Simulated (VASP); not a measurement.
# MoAs3 (P6_3/mmc) in VASP: further runs, part 2 of 2

VASP 6.6.1.

## Step 3: Relaxation of cell and atoms, PBE

This run uses another cell than the first one, of 18.45 Å³/atom.

The input, INCAR:

```
PREC = Accurate
ENCUT = 600
EDIFF = 1E-6
ISMEAR = 0
SIGMA = 0.1
LREAL = F
LASPH = T
NELM = 80
ALGO = Fast
ISIF = 3
LWAVE = F
LCHARG = F
GGA = PE
IBRION = 2
NSW = 100
EDIFFG = -0.01
```

The input, KPOINTS:

```
Automatic mesh
0
Gamma
  6 6 8
```

The input, POSCAR:

```
MoAs3
1.0
    6.0799356040      0.0000000000      0.0000000000
   -3.0399678020      5.2653786865      0.0000000000
    0.0000000000      0.0000000000      4.6117641599
Mo As
2 6
Direct
    0.3333333333      0.6666666667      0.2500000000
    0.6666666667      0.3333333333      0.7500000000
    0.8104333038      0.6208666076      0.2500000000
    0.1895666962      0.8104333038      0.7500000000
    0.3791333924      0.1895666962      0.2500000000
    0.1895666962      0.3791333924      0.7500000000
    0.8104333038      0.1895666962      0.2500000000
    0.6208666076      0.8104333038      0.7500000000
```

Potentials or basis: VASP PAW PBE potentials, release 64 (Mo_sv, As).

Launch:

```bash
$ cat potpaw_PBE.64/Mo_sv/POTCAR potpaw_PBE.64/As/POTCAR > POTCAR
$ mpirun -np 1 vasp_std > vasp.out
```

OUTCAR:

```text
PREC = Accurate
   ENCUT = 600
   EDIFF = 1E-6
   ISMEAR = 0
   LREAL = F
   LASPH = T
   NELM = 80
   ISIF = 3
   GGA = PE
   IBRION = 2
   NSW = 100
   EDIFFG = -0.01

 ion  position               nearest neighbor table
   1  0.333  0.667  0.250-   4 2.76   4 2.76   8 2.76   8 2.76   6 2.76   6 2.76   3 3.05   5 3.05
                             7 3.05   7 3.05   3 3.05   5 3.05
   2  0.667  0.333  0.750-   7 2.76   7 2.76   5 2.76   5 2.76   3 2.76   3 2.76   6 3.05   8 3.05
                             4 3.05   4 3.05   6 3.05   8 3.05
   3  0.810  0.621  0.250-   5 2.62   7 2.62   2 2.76   2 2.76   1 3.05   1 3.05
   4  0.190  0.810  0.750-   8 2.62   6 2.62   1 2.76   1 2.76   2 3.05   2 3.05
   5  0.379  0.190  0.250-   7 2.62   3 2.62   2 2.76   2 2.76   1 3.05   1 3.05
   6  0.190  0.379  0.750-   4 2.62   8 2.62   1 2.76   1 2.76   2 3.05   2 3.05
   7  0.810  0.190  0.250-   5 2.62   3 2.62   2 2.76   2 2.76   1 3.05   1 3.05
   8  0.621  0.810  0.750-   4 2.62   6 2.62   1 2.76   1 2.76   2 3.05   2 3.05

  LATTYP: Found a hexagonal cell.
 ALAT       =     6.0799356040
 C/A-ratio  =     0.7585218759

  Lattice vectors:

 A1 = (   6.0799356040,   0.0000000000,   0.0000000000)
 A2 = (  -3.0399678020,   5.2653786865,   0.0000000000)
 A3 = (   0.0000000000,   0.0000000000,   4.6117641599)

Analysis of symmetry for initial positions (statically):
=====================================================================
 Subroutine PRICEL returns:
 Original cell was already a primitive cell.

 Routine SETGRP: Setting up the symmetry group for a
 hexagonal supercell.

 Subroutine GETGRP returns: Found 24 space group operations
 (whereof 12 operations were pure point group operations)
 out of a pool of 24 trial point group operations.

The static configuration has the point symmetry D_3d.
 The point group associated with its full space group is D_6h.

Analysis of symmetry for dynamics (positions and initial velocities):
=====================================================================
 Subroutine PRICEL returns:
 Original cell was already a primitive cell.

 Routine SETGRP: Setting up the symmetry group for a
 hexagonal supercell.

 Subroutine GETGRP returns: Found 24 space group operations
 (whereof 12 operations were pure point group operations)
 out of a pool of 24 trial point group operations.

The dynamic configuration has the point symmetry D_3d.
 The point group associated with its full space group is D_6h.

 Subroutine INISYM returns: Found 24 space group operations
 (whereof 12 operations are pure point group operations),
 and found     1 'primitive' translations

----------------------------------------------------------------------------------------

                                     Primitive cell

  volume of cell :     147.6372

  direct lattice vectors                    reciprocal lattice vectors
     6.079935604  0.000000000  0.000000000     0.164475426  0.094959932  0.000000000
    -3.039967802  5.265378687  0.000000000     0.000000000  0.189919863  0.000000000
     0.000000000  0.000000000  4.611764160     0.000000000  0.000000000  0.216836760

  length of vectors
     6.079935604  6.079935604  4.611764160     0.189919863  0.189919863  0.216836760

  position of ions in fractional coordinates (direct lattice)
     0.333333333  0.666666667  0.250000000
     0.666666667  0.333333333  0.750000000
[... 72 lines left out ...]
   number of dos      NEDOS =    301   number of ions     NIONS =      8
   total plane-waves  NPLWV = 100000
   dimension x,y,z NGX =    50 NGY =   50 NGZ =   40
   dimension x,y,z NGXF=   100 NGYF=  100 NGZF=   80
   ions per type =               2   6
   NGX,Y,Z   is equivalent  to a cutoff of  13.67, 13.67, 14.42 a.u.
   NGXF,Y,Z  is equivalent  to a cutoff of  27.34, 27.34, 28.84 a.u.
 SYSTEM =  unknown system
   PREC   = accura    normal or accurate (medium, high low for compatibility)
   ISTART =      0    job   : 0-new  1-cont  2-samecut
   ICHARG =      2    charge: 1-file 2-atom 10-const
   ISPIN  =      1    spin polarized calculation?
   LNONCOLLINEAR =      F non collinear calculations
   LSORBIT =      F    spin-orbit coupling
   LASPH  =      T    aspherical Exc in radial PAW
   ENCUT  =  600.0 eV  44.10 Ry    6.64 a.u.  12.14 12.14  9.21*2*pi/ulx,y,z
   NELM   =     80;   NELMIN=  2; NELMDL= -5     # of ELM steps
   EDIFF  = 0.1E-05   stopping-criterion for ELM
   LREAL  =      F    real-space projection
   EDIFFG = -.1E-01   stopping-criterion for IOM
   NSW    =    100    number of steps for IOM
   IBRION =      2    ionic relax: 0-MD 1-quasi-New 2-CG
   NFREE  =      1    steps in history (QN), initial steepest desc. (CG)
   ISIF   =      3    stress and relaxation
   ISYM   =      2    0-nonsym 1-usesym 2-fastsym
   POTIM  = 0.5000    time-step for ionic-motion
   TEBEG  =    0.0;   TEEND  =   0.0 temperature during run
   PSTRESS=    0.0 pullay stress
   NELECT =      58.0000    total number of electrons
   NUPDOWN=      -1.0000    fix difference up-down
   EMIN   =  10.00;   EMAX   =-10.00  energy-range for DOS
   EFERMI =   0.00;   METHOD = LEGACY
   ISMEAR =     0;   SIGMA  =   0.10  broadening in eV -4-tet -1-fermi 0-gaus
   EFERMI_NEDOS =   21; number of points for ismear=-14 and -15
   IALGO  =     68    algorithm
   IMIX   =      4    mixing-type and parameters
     AMIX     =   0.40;   BMIX     =  1.00
     AMIX_MAG =   1.60;   BMIX_MAG =  1.00
  volume/ion in A,a.u.               =      18.45       124.54
  Fermi-wavevector in a.u.,A,eV,Ry     =   1.198999  2.265780 19.559727  1.437599
  Thomas-Fermi vector in A             =   2.334874
   LORBIT       =      0    0 simple, 1 ext, 2 COOP (PROOUT), +10 PAW based schemes
   GGA     = PE    functional components
   LHFCALC =     F    Hartree Fock is set to
   AEXX    =    0.0000 exact exchange contribution
   IVDW    =     0    specifies the selected vdW correction
   LEPSILON=     F    determine dielectric tensor
   LRPA    =     F    only Hartree local field effects (RPA)
 conjugate gradient relaxation of ions
 non-spin polarized calculation
 RMM-DIIS sequential band-by-band and
 Gauss-broadening in eV      SIGMA  =   0.10
  energy-cutoff  :      600.00
  volume of cell :      147.64
 maximum number of plane-waves:      4956
 NGX is ok and might be reduce to    50
   NGX = 25   NGY = 25   NGZ = 19

--------------------------------------- Ionic step        1  -------------------------------------------

 number of electron      57.9999995 magnetization

 Free energy of the ion-electron system (eV)
  ---------------------------------------------------
  ext. energy  EPLUGINS =         0.00000000
  ---------------------------------------------------
  free energy    TOTEN  =       -46.57694177 eV

  energy without entropy =      -46.54918064  energy(sigma->0) =      -46.56306121

------------------------ aborting loop because EDIFF is reached ----------------------------------------

  FORCE on cell =-STRESS in cart. coord.  units (eV):
  Direction    XX          YY          ZZ          XY          YZ          ZX
  --------------------------------------------------------------------------------------
  -------------------------------------------------------------------------------------
  Total       -0.1275269     -0.1275269      1.3060130      0.0000000      0.0000000      0.0000000
  in kB       -1.3839381     -1.3839381     14.1730200      0.0000000      0.0000000      0.0000000
  external PRESSURE =       3.8017146 kB  Pullay stress =       0.0000000 kB
[... 197 lines left out ...]
--------------------------------------- Ionic step        6  -------------------------------------------

 number of electron      58.0000001 magnetization

 Free energy of the ion-electron system (eV)
  ---------------------------------------------------
  ext. energy  EPLUGINS =         0.00000000
  ---------------------------------------------------
  free energy    TOTEN  =       -46.60778488 eV

  energy without entropy =      -46.58132241  energy(sigma->0) =      -46.59455364

 E-fermi :   7.8894     XC(G=0): -11.2634

 val. band max:        7.8846915025   @ k =   0.5000   0.0000   0.3750
 cond. band min:       7.9215375197   @ k =   0.3333   0.0000   0.3750
 fundamental gap:      0.0368460172
 Fermi energy:         7.8894365870

 k-point     1 :       0.0000    0.0000    0.0000
  band No.  band energies     occupation
      1     -53.1758      2.00000
      2     -53.1747      2.00000
      3     -27.3031      2.00000
      4     -27.3031      2.00000
      5     -27.2917      2.00000
      6     -27.2917      2.00000
[... 877 lines left out ...]
     33       9.0911      0.00000
     34       9.7740      0.00000

 [... further k-points ...]

------------------------ aborting loop because EDIFF is reached ----------------------------------------

  FORCE on cell =-STRESS in cart. coord.  units (eV):
  Direction    XX          YY          ZZ          XY          YZ          ZX
  --------------------------------------------------------------------------------------
  -------------------------------------------------------------------------------------
  Total        0.0155653      0.0155653     -0.0446562     -0.0000000     -0.0000000      0.0000000
  in kB        0.1711912      0.1711912     -0.4911389     -0.0000000     -0.0000000      0.0000000
  external PRESSURE =      -0.0495855 kB  Pullay stress =       0.0000000 kB
[... 23 lines left out ...]
  FREE ENERGIE OF THE ION-ELECTRON SYSTEM (eV)
  ---------------------------------------------------
  free  energy   TOTEN  =       -46.6077848763 eV

  energy  without entropy=      -46.5813224099  energy(sigma->0) =      -46.59455364

 reached required accuracy - stopping structural energy minimisation
```

It took 17 min on 1 thread of Oxide Virtual Turin-like, shared host; peak memory 0.41 GiB.

Results:

* Free energy: -46.6078 eV
* Relaxed volume: 18.21 Å³/atom
* Relaxed cell: a = 5.991 Å, b = 5.991 Å, c = 4.687 Å, α = 90.00°, β = 90.00°, γ = 120.00°
* Space group after relaxing (to 0.1 Å): P6_3/mmc (No. 194)
* Energy gained by relaxing: 3.9 meV/atom
* Ionic steps: 6
* Pressure after relaxing: 0.0 GPa
* Largest force after relaxing: 0.010 eV/Å
* Band gap on the k mesh: zero (bands 29 and 30 overlap by 0.64 eV)

Forces on the atoms (eV/Å):
```
Mo   0.000  0.000  0.000
Mo   0.000  0.000  0.000
As   0.000  0.010  0.000
As  -0.008  0.005  0.000
As  -0.008 -0.005  0.000
As   0.000 -0.010  0.000
As   0.008 -0.005  0.000
As   0.008  0.005  0.000
```

The path:
```
step  energy change (eV)  largest force (eV/Å)  pressure (GPa)  volume (Å³)
   1              0.0000                0.2054            0.38       147.64
   2             -0.0122                0.0503           -0.97       148.57
   3             -0.0123                0.0339           -1.12       148.67
   4             -0.0222                0.0264           -0.78       147.69
   5             -0.0308                0.0077            0.09       145.46
   6             -0.0308                0.0098            0.00       145.68
```

Final structure:
```cif
data_structure
_symmetry_space_group_name_H-M 'P 1'
_symmetry_Int_Tables_number 1
_cell_length_a 5.9910
_cell_length_b 5.9910
_cell_length_c 4.6866
_cell_angle_alpha 90.000
_cell_angle_beta 90.000
_cell_angle_gamma 120.000
_cell_volume 145.68
loop_
_atom_site_label
_atom_site_type_symbol
_atom_site_fract_x
_atom_site_fract_y
_atom_site_fract_z
_atom_site_occupancy
Mo1 Mo 0.33333 0.66667 0.25000 1
Mo2 Mo 0.66667 0.33333 0.75000 1
As1 As 0.81322 0.62645 0.25000 1
As2 As 0.18678 0.81322 0.75000 1
As3 As 0.37355 0.18678 0.25000 1
As4 As 0.18678 0.37355 0.75000 1
As5 As 0.81322 0.18678 0.25000 1
As6 As 0.62645 0.81322 0.75000 1
```

The gap in the log of VASP goes by the Fermi energy; the results here count the filled bands.